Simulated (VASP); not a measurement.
## PbF2: single point with r2SCAN

PbF2:

```
CELL_PARAMETERS angstrom
2.96060 2.96060 0.00000
-2.96060 2.96060 0.00000
0.00000 2.96060 2.96060
ATOMIC_POSITIONS crystal
Pb 0.00000 0.00000 0.00000
F 0.25000 0.75000 0.50000
F 0.75000 0.25000 0.50000
```

- Program: VASP 6.6.1
- Task: single point
- Functional: r2SCAN
- Potentials or basis: VASP PAW PBE potentials, release 64 (Pb_d, F)
- Cutoff: 520 eV
- k mesh: 12 × 12 × 12
- Occupations: fermi-dirac, width 0.1 eV
- Spin: no spin polarisation
- Dipole correction: no
- Further INCAR settings: ALGO = Normal; EDIFF = 1e-07; NBANDS = 21

The pressure is -0.1 GPa. The band gap on the k mesh is 4.93 eV (least direct gap 5.08 eV).

Levels at points of the mesh, in eV from the valence-band top:
```
           k point  band 11  band 12  band 13  band 14  band 15  band 16  band 17  band 18
(0.00, 0.00, 0.00)    -2.67    -2.16    -2.16    -2.16     7.30     7.30     7.30    10.69
(0.50, 0.00, 0.00)    -2.85    -2.34    -2.34    -0.06     5.38     8.25     8.25    13.45
(0.50, 0.50, 0.00)    -1.75    -1.75    -1.75    -0.14     4.93     8.46     8.46     9.07
```

It took 95 s on 1 thread of Intel(R) Xeon(R) 6975P-C (Granite Rapids), with other jobs on the host, peak memory 0.22 GiB.

Caveat: the PAW data sets were made with another functional, which shifts forces and pressure a little; spin-orbit coupling is left out, which moves the levels of the heavy elements. A k mesh can miss the band edges.
